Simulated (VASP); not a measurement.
Input of a VASP 6.6.1 run:

The input INCAR:

```
  ALGO = Normal
  EDIFF = 1E-6
  ENCUT = 520
  GGA = PS
  ISIF = 2
  ISMEAR = -1
  ISPIN = 2
  LASPH = T
  LCHARG = T
  LELF = T
  LORBIT = 11
  LREAL = F
  LVHAR = T
  LWAVE = F
  MAGMOM = 1 1
  NBANDS = 17
  NELM = 150
  PREC = Accurate
  SIGMA = 0.02
```

KPOINTS

```
k-points
0
Gamma
  1 1 1
```

File POSCAR:

```
O
1.0
    9.0000000000      0.0000000000      0.0000000000
    0.0000000000      9.5000000000      0.0000000000
    0.0000000000      0.0000000000     10.0000000000
O
2
Direct
    0.5000000000      0.5000000000      0.4395039395
    0.5000000000      0.5000000000      0.5604960605
```

Potentials or basis: VASP PAW PBE potentials, release 64 (O).

The run is started by

```console
$ cat potpaw_PBE.64/O/POTCAR > POTCAR
$ mpirun -np 1 vasp_gam > vasp.out
```

(1) What does it give for the largest force?

(2) Estimate the net moment.

Results:

(1) 1.389 eV/Å.

(2) 2.00 μB per cell.

Caveat: the standard files for N, O and F lose accuracy on very short bonds; the PAW data sets were made with another functional, which shifts forces and pressure a little.
